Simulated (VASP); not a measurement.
Here is a VASP 6.6.1 calculation.

INCAR

```
  ALGO = Normal
  EDIFF = 1E-7
  EDIFFG = -0.005
  ENCUT = 600
  GGA = PS
  IBRION = 2
  ISIF = 3
  ISMEAR = -1
  LASPH = True
  LCHARG = False
  LREAL = False
  LWAVE = False
  NELM = 100
  NSW = 32
  PREC = Accurate
  PSTRESS = 170.0
  SIGMA = 0.08
```

Contents of KPOINTS:

```
k-points
0
Gamma
  14 14 13
```

Contents of POSCAR:

```
La
1.0
    3.1055485866      0.0000000000      0.0000000000
   -1.5527742933      2.6894839686      0.0000000000
    0.0000000000      0.0000000000      2.8490601256
La
1
Direct
    0.0000000000      0.0000000000      0.0000000000
```

Potentials or basis: VASP PAW PBE potentials, release 64 (La).

Launch:

```console
$ cat potpaw_PBE.64/La/POTCAR > POTCAR
$ mpirun -np 1 vasp_std > vasp.out
```

What does it give for the relaxed cell?

a = 3.110 Å, b = 3.110 Å, c = 2.851 Å, α = 90.00°, β = 90.00°, γ = 120.00°.

Predict the space group after relaxing (to 0.05 Å).

P6/mmm (No. 191).

Predict the relaxed volume.

23.88 Å³/atom.

Final structure:
```
La
1.0
     3.11048    0.00000    0.00000
    -1.55524    2.69375    0.00000
     0.00000    0.00000    2.85057
La
1
Cartesian
  -1.5552 2.6938 2.8506
```

Caveat: the cell is relaxed towards a set pressure, so the enthalpy falls and the energy may rise; the PAW data sets were made with another functional, which shifts forces and pressure a little.
